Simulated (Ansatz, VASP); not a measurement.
One calculation of KTaO3, two programs

INCAR

```
PREC = Accurate
ENCUT = 520
EDIFF = 1E-6
ISMEAR = 0
SIGMA = 0.05
LREAL = F
LASPH = T
NELM = 60
ALGO = Normal
ISIF = 2
LWAVE = F
LCHARG = F
GGA = PS
NBANDS = 27
```

The input KPOINTS:

```
Automatic mesh
0
Gamma
  8 8 8
```

File POSCAR:

```
KTaO3
1.0
    3.9477652239      0.0000000000      0.0000000000
    0.0000000000      3.9477652239      0.0000000000
    0.0000000000      0.0000000000      4.2781931731
K Ta O
1 1 3
Direct
    0.5000000000      0.5000000000      0.5000000000
    0.0000000000      0.0000000000      0.0000000000
    0.5000000000      0.0000000000      0.0000000000
    0.0000000000      0.5000000000      0.0000000000
    0.0000000000      0.0000000000      0.5000000000
```

Input for Ansatz:

```yaml
crystal:
  lattice:
    - [3.9477652239, 0.0, 0.0]
    - [0.0, 3.9477652239, 0.0]
    - [0.0, 0.0, 4.2781931731]
  atoms:
    - { symbol: K, position: [0.5, 0.5, 0.5] }
    - { symbol: Ta, position: [0.0, 0.0, 0.0] }
    - { symbol: O, position: [0.5, 0.0, 0.0] }
    - { symbol: O, position: [0.0, 0.5, 0.0] }
    - { symbol: O, position: [0.0, 0.0, 0.5] }
basis:
  ecutwfc: 520.0
kpoints:
  mp_grid: { grid: [8, 8, 8] }
hamiltonian:
  xc: pbesol
  pseudopotentials: { kind: paw }
scf:
  occupations: { method: gaussian, width: 0.05 }
output:
  forces: true
  stress: true
  eigenvalues: true
```

Alike in both runs: task single point; functional PBEsol; k mesh 8 × 8 × 8; occupations gaussian, width 0.05 eV; no spin polarisation.

|  | VASP | Ansatz |
| --- | --- | --- |
| version | VASP 6.6.1 | Ansatz 0.2.0 |
| potentials or method | VASP PAW PBE potentials, release 64 (K_sv, Ta_pv, O), cutoff 520 eV | scalar-relativistic, plane waves, PAW |
| valence electrons in the cell | 38 | 40 |

|  | VASP | Ansatz | Ansatz less VASP |
| --- | --- | --- | --- |
| gap on the k mesh at the Fermi level (eV) | 1.88 | 1.92 | +0.040 |
| least direct gap on the mesh (eV) | 2.38 | 2.42 | +0.035 |
| pressure (GPa) | -6.7 | -7.3 | -0.59 |
| traceless stress, the component that is largest in VASP (GPa) | -14.83 | -14.57 | +0.260 |

VASP's potentials were made for PBE, not for PBEsol. VASP's potentials hold 38 valence electrons a cell and Ansatz's 40, so a difference there can come from the potentials and not from the codes.

Neither program's run includes spin-orbit coupling.
